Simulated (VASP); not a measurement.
# Zn (Fm-3m) in VASP: a series of runs

The runs below take Zn through single point, with PBE.

Everything below comes from runs of VASP 6.6.1. Logs are shortened: lines on timing, memory, paths and dates and some standing lists are left out, and cuts for length are marked.

**1. The cell of the first run**

It takes space group Fm-3m (No. 225, cubic). The conventional cell has a = 3.848 Å, b = 3.848 Å, c = 3.848 Å, α = 90.00°, β = 90.00°, γ = 90.00°. Within 3.6 Å of Zn (site symmetry m-3m) lie 12 Zn at 2.72 Å.

**2. Single point, PBE**

The input, INCAR:

```
SYSTEM = Zn
ALGO     = Normal         ! electronic algorithm
EDIFF    = 1E-6           ! SCF threshold, eV
ENCUT    = 520            ! plane-wave cutoff, eV
GGA      = PE             ! functional
ISIF     = 2              ! what is computed and relaxed
ISMEAR   = -1             ! smearing method
LASPH    = .TRUE.         ! aspherical terms in the spheres
LCHARG   = .TRUE.         ! write CHGCAR
LELF     = .TRUE.         ! ELF
LREAL    = .FALSE.        ! projectors in reciprocal space
LVHAR    = .TRUE.       
LWAVE    = .FALSE.        ! write WAVECAR
NBANDS   = 12             ! bands
NELM     = 80             ! most SCF steps
PREC     = Accurate       ! precision mode
SIGMA    = 0.06122561905347299 ! smearing width, eV
```

The input, KPOINTS:

```
k-points
0
G
  16 16 16
  0 0 0
```

The input, POSCAR:

```
Zn
1.0
    0.0000000000      1.9239579044      1.9239579044
    1.9239579044      0.0000000000      1.9239579044
    1.9239579044      1.9239579044      0.0000000000
Zn
1
Direct
    0.0000000000      0.0000000000      0.0000000000
```

Potentials or basis: VASP PAW PBE potentials, release 64 (Zn).

Launch:

```
> cat potpaw_PBE.64/Zn/POTCAR > POTCAR
> mpirun -np 1 vasp_std > vasp.out
```

OUTCAR:

```text
SYSTEM = Zn
   EDIFF = 1E-6
   ENCUT = 520
   GGA = PE
   ISIF = 2
   ISMEAR = -1
   LASPH = .TRUE.
   LREAL = .FALSE.
   NELM = 80
   PREC = Accurate

 ion  position               nearest neighbor table
   1  0.000  0.000  0.000-

  LATTYP: Found a face centered cubic cell.
 ALAT       =     3.8479158088

  Lattice vectors:

 A1 = (   0.0000000000,   1.9239579044,   1.9239579044)
 A2 = (   1.9239579044,   0.0000000000,   1.9239579044)
 A3 = (   1.9239579044,   1.9239579044,   0.0000000000)

Analysis of symmetry for initial positions (statically):
=====================================================================
 Subroutine PRICEL returns:
 Original cell was already a primitive cell.

 Routine SETGRP: Setting up the symmetry group for a
 face centered cubic supercell.

 Subroutine GETGRP returns: Found 48 space group operations
 (whereof 48 operations were pure point group operations)
 out of a pool of 48 trial point group operations.

The static configuration has the point symmetry O_h .

Analysis of symmetry for dynamics (positions and initial velocities):
=====================================================================
 Subroutine PRICEL returns:
 Original cell was already a primitive cell.

 Routine SETGRP: Setting up the symmetry group for a
 face centered cubic supercell.

 Subroutine GETGRP returns: Found 48 space group operations
 (whereof 48 operations were pure point group operations)
 out of a pool of 48 trial point group operations.

The dynamic configuration has the point symmetry O_h .

 Subroutine INISYM returns: Found 48 space group operations
 (whereof 48 operations are pure point group operations),
 and found     1 'primitive' translations

----------------------------------------------------------------------------------------

                                     Primitive cell

  volume of cell :      14.2435

  direct lattice vectors                    reciprocal lattice vectors
     0.000000000  1.923957904  1.923957904    -0.259880946  0.259880946  0.259880946
     1.923957904  0.000000000  1.923957904     0.259880946 -0.259880946  0.259880946
     1.923957904  1.923957904  0.000000000     0.259880946  0.259880946 -0.259880946

  length of vectors
     2.720887362  2.720887362  2.720887362     0.450127002  0.450127002  0.450127002

  position of ions in fractional coordinates (direct lattice)
     0.000000000  0.000000000  0.000000000

  ion indices of the primitive-cell ions
   primitive index   ion index
                 1           1

----------------------------------------------------------------------------------------

 KPOINTS: k-points

Automatic generation of k-mesh.
 Grid dimensions read from file:
 generate k-points for:   16   16   16

 Generating k-lattice:

  Cartesian coordinates                     Fractional coordinates (reciprocal lattice)
    -0.016242559  0.016242559  0.016242559     0.062500000  0.000000000  0.000000000
     0.016242559 -0.016242559  0.016242559     0.000000000  0.062500000  0.000000000
     0.016242559  0.016242559 -0.016242559     0.000000000  0.000000000  0.062500000

  Length of vectors
     0.028132938  0.028132938  0.028132938

  Shift w.r.t. Gamma in fractional coordinates (k-lattice)
     0.000000000  0.000000000  0.000000000

 Subroutine IBZKPT returns following result:
 ===========================================

 Found    145 irreducible k-points:

 Following reciprocal coordinates:
            Coordinates               Weight
  0.000000  0.000000  0.000000      1.000000
  0.062500  0.000000  0.000000      8.000000
  0.125000  0.000000  0.000000      8.000000
  0.187500  0.000000  0.000000      8.000000
  0.250000  0.000000  0.000000      8.000000
  0.312500  0.000000  0.000000      8.000000
[... 16 lines left out ...]
 -0.125000  0.062500  0.000000     24.000000
 -0.062500  0.062500  0.000000     12.000000
 [... further k-points ...]
   k-points           NKPTS =    145   k-points in BZ     NKDIM =    145   number of bands    NBANDS=     12
   number of dos      NEDOS =    301   number of ions     NIONS =      1
   total plane-waves  NPLWV =   8000
   dimension x,y,z NGX =    20 NGY =   20 NGZ =   20
   dimension x,y,z NGXF=    40 NGYF=   40 NGZF=   40
   ions per type =               1
   NGX,Y,Z   is equivalent  to a cutoff of  12.22, 12.22, 12.22 a.u.
   NGXF,Y,Z  is equivalent  to a cutoff of  24.44, 24.44, 24.44 a.u.
 SYSTEM =  Zn
   PREC   = accura    normal or accurate (medium, high low for compatibility)
   ISTART =      0    job   : 0-new  1-cont  2-samecut
   ICHARG =      2    charge: 1-file 2-atom 10-const
   ISPIN  =      1    spin polarized calculation?
   LNONCOLLINEAR =      F non collinear calculations
   LSORBIT =      F    spin-orbit coupling
   LASPH  =      T    aspherical Exc in radial PAW
   ENCUT  =  520.0 eV  38.22 Ry    6.18 a.u.   5.06  5.06  5.06*2*pi/ulx,y,z
   NELM   =     80;   NELMIN=  2; NELMDL= -5     # of ELM steps
   EDIFF  = 0.1E-05   stopping-criterion for ELM
   LREAL  =      F    real-space projection
   EDIFFG = 0.1E-04   stopping-criterion for IOM
   NSW    =      0    number of steps for IOM
   IBRION =     -1    ionic relax: 0-MD 1-quasi-New 2-CG
   NFREE  =      0    steps in history (QN), initial steepest desc. (CG)
   ISIF   =      2    stress and relaxation
   ISYM   =      2    0-nonsym 1-usesym 2-fastsym
   POTIM  = 0.5000    time-step for ionic-motion
   TEBEG  =    0.0;   TEEND  =   0.0 temperature during run
   PSTRESS=    0.0 pullay stress
   NELECT =      12.0000    total number of electrons
   NUPDOWN=      -1.0000    fix difference up-down
   EMIN   =  10.00;   EMAX   =-10.00  energy-range for DOS
   EFERMI =   0.00;   METHOD = LEGACY
   ISMEAR =    -1;   SIGMA  =   0.06  broadening in eV -4-tet -1-fermi 0-gaus
   EFERMI_NEDOS =   21; number of points for ismear=-14 and -15
   IALGO  =     38    algorithm
   IMIX   =      4    mixing-type and parameters
     AMIX     =   0.40;   BMIX     =  1.00
     AMIX_MAG =   1.60;   BMIX_MAG =  1.00
  volume/ion in A,a.u.               =      14.24        96.12
  Fermi-wavevector in a.u.,A,eV,Ry     =   1.546191  2.921876 32.527519  2.390705
  Thomas-Fermi vector in A             =   2.651462
   LORBIT       =      0    0 simple, 1 ext, 2 COOP (PROOUT), +10 PAW based schemes
   GGA     = PE    functional components
   LHFCALC =     F    Hartree Fock is set to
   AEXX    =    0.0000 exact exchange contribution
   IVDW    =     0    specifies the selected vdW correction
   LEPSILON=     F    determine dielectric tensor
   LRPA    =     F    only Hartree local field effects (RPA)
 non-spin polarized calculation
  energy-cutoff  :      520.00
  volume of cell :       14.24
 maximum number of plane-waves:       392
   NGX = 11   NGY = 11   NGZ = 11

 number of electron      12.0000007 magnetization

 Free energy of the ion-electron system (eV)
  ---------------------------------------------------
  ext. energy  EPLUGINS =         0.00000000
  ---------------------------------------------------
  free energy    TOTEN  =        -1.06751873 eV

  energy without entropy =       -1.06305763  energy(sigma->0) =       -1.06528818

 E-fermi :   3.5766     XC(G=0): -11.9117

 val. band max:        3.5505969602   @ k =  -0.3750   0.2500   0.0625
 cond. band min:       3.5976493005   @ k =  -0.3750   0.4375   0.0625
 fundamental gap:      0.0470523403
 Fermi energy:         3.5766446948

 k-point     1 :       0.0000    0.0000    0.0000
  band No.  band energies     occupation
      1      -7.3245      2.00000
      2      -4.2524      2.00000
      3      -4.2524      2.00000
      4      -4.2524      2.00000
      5      -3.8248      2.00000
      6      -3.8248      2.00000
      7      22.7103      0.00000
      8      22.7103      0.00000
      9      22.7103      0.00000
     10      22.9160      0.00000
     11      25.4016      0.00000
     12      25.4016      0.00000

 k-point     2 :       0.0625    0.0000    0.0000
  band No.  band energies     occupation
      1      -7.2012      2.00000
      2      -4.2638      2.00000
      3      -4.2373      2.00000
      4      -4.2373      2.00000
      5      -3.8293      2.00000
      6      -3.8293      2.00000
      7      20.4422      0.00000
      8      22.2892      0.00000
      9      22.2892      0.00000
     10      22.8203      0.00000
     11      26.0343      0.00000
     12      26.0343      0.00000

 k-point     3 :       0.1250    0.0000    0.0000
  band No.  band energies     occupation
      1      -6.8383      2.00000
      2      -4.2884      2.00000
      3      -4.2001      2.00000
      4      -4.2001      2.00000
      5      -3.8358      2.00000
      6      -3.8358      2.00000
      7      17.2504      0.00000
      8      21.5440      0.00000
      9      21.5440      0.00000
     10      22.6993      0.00000
     11      27.4089      0.00000
     12      27.4089      0.00000
[... 286 lines left out ...]
 k-point    23 :      -0.1250    0.0625    0.0000
  band No.  band energies     occupation
      1      -6.5632      2.00000
      2      -4.3201      2.00000
      3      -4.1732      2.00000
      4      -4.1627      2.00000
      5      -3.8783      2.00000
      6      -3.7900      2.00000
      7      16.2841      0.00000
      8      18.6833      0.00000
      9      22.9069      0.00000
     10      23.4232      0.00000
     11      26.5038      0.00000
     12      26.7843      0.00000

 k-point    24 :      -0.0625    0.0625    0.0000
  band No.  band energies     occupation
      1      -6.9978      2.00000
      2      -4.2878      2.00000
      3      -4.2165      2.00000
      4      -4.2047      2.00000
      5      -3.8544      2.00000
      6      -3.8150      2.00000
      7      19.3246      0.00000
      8      19.6218      0.00000
      9      23.0626      0.00000
     10      23.2100      0.00000
     11      25.6354      0.00000
     12      27.0078      0.00000

 [... further k-points ...]

------------------------ aborting loop because EDIFF is reached ----------------------------------------

  FORCE on cell =-STRESS in cart. coord.  units (eV):
  Direction    XX          YY          ZZ          XY          YZ          ZX
  --------------------------------------------------------------------------------------
  -------------------------------------------------------------------------------------
  Total        0.4817049      0.4817049      0.4817049      0.0000000      0.0000000      0.0000000
  in kB       54.1844853     54.1844853     54.1844853      0.0000000      0.0000000      0.0000000
  external PRESSURE =      54.1844853 kB  Pullay stress =       0.0000000 kB

 VOLUME and BASIS-vectors are now :
 -----------------------------------------------------------------------------
  energy-cutoff  :      520.00
  volume of cell :       14.24
      direct lattice vectors                 reciprocal lattice vectors
     0.000000000  1.923957904  1.923957904    -0.259880946  0.259880946  0.259880946
     1.923957904  0.000000000  1.923957904     0.259880946 -0.259880946  0.259880946
     1.923957904  1.923957904  0.000000000     0.259880946  0.259880946 -0.259880946

 POSITION                                       TOTAL-FORCE (eV/Angst)
 -----------------------------------------------------------------------------------
      0.00000      0.00000      0.00000        -0.000000      0.000000      0.000000
 -----------------------------------------------------------------------------------
    total drift:                                0.000000      0.000000      0.000000

  FREE ENERGIE OF THE ION-ELECTRON SYSTEM (eV)
  ---------------------------------------------------
  free  energy   TOTEN  =        -1.0675187324 eV

  energy  without entropy=       -1.0630576271  energy(sigma->0) =       -1.06528818
```

Wall time 6.9 s (1 thread of Intel Xeon 6975P-C (Granite Rapids), shared host); peak memory 0.13 GiB.

Results:

```yaml
Free_energy: -1.0675 eV
Pressure: 5.4 GPa
Band_gap_on_the_k_mesh: zero (band 6 reaches 5.84 eV, above the bottom of band 7 at 2.27 eV)
```

**3. Single point, PBE**

The input, INCAR:

```
PREC = Accurate
ENCUT = 520
EDIFF = 1E-6
ISMEAR = -1
SIGMA = 0.06122561905347299
LREAL = F
LASPH = T
NELM = 100
ALGO = Normal
ISIF = 2
LWAVE = F
LCHARG = F
GGA = PE
NBANDS = 12
```

The input, KPOINTS:

```
regular mesh
0
Gamma
  16 16 16
```

POSCAR is that of step 2.

Potentials or basis: VASP PAW PBE potentials, release 64 (Zn).

Launch:

```
> cat potpaw_PBE.64/Zn/POTCAR > POTCAR
> mpirun -np 1 vasp_std > vasp.out
```

It took 6.7 s on 1 thread of Intel Xeon 6975P-C (Granite Rapids), shared host; peak memory 0.13 GiB.

Results (log left out):

* Free energy: -1.0675 eV
* Pressure: 5.4 GPa
* Band gap on the k mesh: zero (band 6 reaches 5.84 eV, above the bottom of band 7 at 2.27 eV)

Levels at points of the mesh, in eV from the Fermi level:
```
           k point  band 2  band 3  band 4  band 5  band 6  band 7  band 8  band 9  band 10  band 11
(0.00, 0.00, 0.00)   -7.83   -7.83   -7.83   -7.40   -7.40   19.13   19.13   19.13    19.34    21.82
(0.50, 0.00, 0.00)   -7.84   -7.84   -7.08   -7.08   -3.20   -1.30   15.98   15.98    17.83    19.61
(0.50, 0.50, 0.00)   -8.52   -7.10   -7.00   -7.00   -1.19    1.94    8.72    8.72    12.47    13.91
```

**4. Single point, PBE**

This run uses another cell than the first one, of 14.55 Å³/atom, 1.021 times its volume.

The input, INCAR:

```
ALGO     = Normal         # electronic algorithm
EDIFF    = 1E-7           # SCF threshold, eV
ENCUT    = 520            # plane-wave cutoff, eV
GGA      = PE             # functional
ISIF     = 2              # what is computed and relaxed
ISMEAR   = -1             # smearing method
LASPH    = T              # aspherical terms in the spheres
LCHARG   = F              # write CHGCAR
LREAL    = F              # projectors in reciprocal space
LWAVE    = F              # write WAVECAR
NBANDS   = 12             # bands
NELM     = 100            # most SCF steps
PREC     = Accurate       # precision mode
SIGMA    = 0.06122561905347299 # smearing width, eV
```

The input, KPOINTS:

```
k-points
0
Gamma
  16 16 16
```

The input, POSCAR:

```
Zn
1.0
    0.0000000000      1.9375073501      1.9375073501
    1.9375073501      0.0000000000      1.9375073501
    1.9375073501      1.9375073501      0.0000000000
Zn
1
Direct
    0.0000000000      0.0000000000      0.0000000000
```

Potentials or basis: VASP PAW PBE potentials, release 64 (Zn).

Launch:

```
> cat potpaw_PBE.64/Zn/POTCAR > POTCAR
> mpirun -np 1 vasp_std > vasp.out
```

OUTCAR:

```text
EDIFF = 1E-7
   ENCUT = 520
   GGA = PE
   ISIF = 2
   ISMEAR = -1
   LASPH = T
   LREAL = F
   NELM = 100
   PREC = Accurate

 ion  position               nearest neighbor table
   1  0.000  0.000  0.000-

  LATTYP: Found a face centered cubic cell.
 ALAT       =     3.8750147002

  Lattice vectors:

 A1 = (   0.0000000000,   1.9375073501,   1.9375073501)
 A2 = (   1.9375073501,   0.0000000000,   1.9375073501)
 A3 = (   1.9375073501,   1.9375073501,   0.0000000000)

[... 536 lines left out ...]
     12      26.5733      0.00000

 [... further k-points ...]

------------------------ aborting loop because EDIFF is reached ----------------------------------------

  FORCE on cell =-STRESS in cart. coord.  units (eV):
  Direction    XX          YY          ZZ          XY          YZ          ZX
  --------------------------------------------------------------------------------------
  -------------------------------------------------------------------------------------
  Total        0.3102257      0.3102257      0.3102257      0.0000000      0.0000000     -0.0000000
  in kB       34.1686820     34.1686820     34.1686820      0.0000000      0.0000000     -0.0000000
  external PRESSURE =      34.1686820 kB  Pullay stress =       0.0000000 kB

 VOLUME and BASIS-vectors are now :
 -----------------------------------------------------------------------------
  energy-cutoff  :      520.00
  volume of cell :       14.55
      direct lattice vectors                 reciprocal lattice vectors
     0.000000000  1.937507350  1.937507350    -0.258063537  0.258063537  0.258063537
     1.937507350  0.000000000  1.937507350     0.258063537 -0.258063537  0.258063537
     1.937507350  1.937507350  0.000000000     0.258063537  0.258063537 -0.258063537

 POSITION                                       TOTAL-FORCE (eV/Angst)
 -----------------------------------------------------------------------------------
      0.00000      0.00000      0.00000        -0.000000     -0.000000     -0.000000
 -----------------------------------------------------------------------------------
    total drift:                                0.000000      0.000000      0.000000

  FREE ENERGIE OF THE ION-ELECTRON SYSTEM (eV)
  ---------------------------------------------------
  free  energy   TOTEN  =        -1.0757396192 eV

  energy  without entropy=       -1.0710121848  energy(sigma->0) =       -1.07337590
```

OSZICAR:

```text
N       E                     dE             d eps       ncg     rms          rms(c)
DAV:   1     0.428243026192E+02    0.42824E+02   -0.66299E+03  3608   0.160E+03
DAV:   2     0.148944901193E+00   -0.42675E+02   -0.40159E+02  3592   0.216E+02
DAV:   3    -0.118343998550E+01   -0.13324E+01   -0.13301E+01  4048   0.374E+01
DAV:   4    -0.118664350802E+01   -0.32035E-02   -0.32034E-02  3884   0.175E+00
DAV:   5    -0.118664574525E+01   -0.22372E-05   -0.22372E-05  4036   0.454E-02    0.309E+00
DAV:   6    -0.108370847672E+01    0.10294E+00   -0.55457E-01  4180   0.151E+01    0.231E+00
DAV:   7    -0.107816533349E+01    0.55431E-02   -0.10423E-02  3812   0.201E+00    0.117E+00
DAV:   8    -0.107573494241E+01    0.24304E-02   -0.11368E-03  4180   0.493E-01    0.347E-02
DAV:   9    -0.107574029732E+01   -0.53549E-05   -0.10006E-04  4880   0.143E-01    0.236E-02
DAV:  10    -0.107573986874E+01    0.42858E-06   -0.69571E-06  3724   0.426E-02    0.165E-03
DAV:  11    -0.107573971293E+01    0.15581E-06   -0.13260E-07  2964   0.678E-03    0.577E-04
DAV:  12    -0.107573961916E+01    0.93775E-07   -0.20215E-08  2108   0.164E-03
   1 F= -.10757396E+01 E0= -.10733759E+01  d E =-.472743E-02
```

It took 7.6 s on 1 thread of Intel Xeon 6975P-C (Granite Rapids), shared host; peak memory 0.14 GiB.

What came out:

| Property | Result |
| --- | --- |
| Free energy | -1.0757 eV |
| Pressure | 3.4 GPa |
| Band gap on the k mesh | zero (band 6 reaches 5.66 eV, above the bottom of band 7 at 2.08 eV) |

Levels at points of the mesh, in eV from the Fermi level:
```tsv
k point	band 3	band 4	band 5	band 6	band 7	band 8	band 9	band 10
(0.00, 0.00, 0.00)	-7.76	-7.76	-7.35	-7.35	18.84	18.84	18.84	19.19
(0.50, 0.00, 0.00)	-7.77	-7.04	-7.04	-3.10	-1.33	15.73	15.73	17.70
(0.50, 0.50, 0.00)	-7.06	-6.97	-6.97	-1.13	1.86	8.62	8.62	12.33
```

(Part 1 of 2 ends here.)
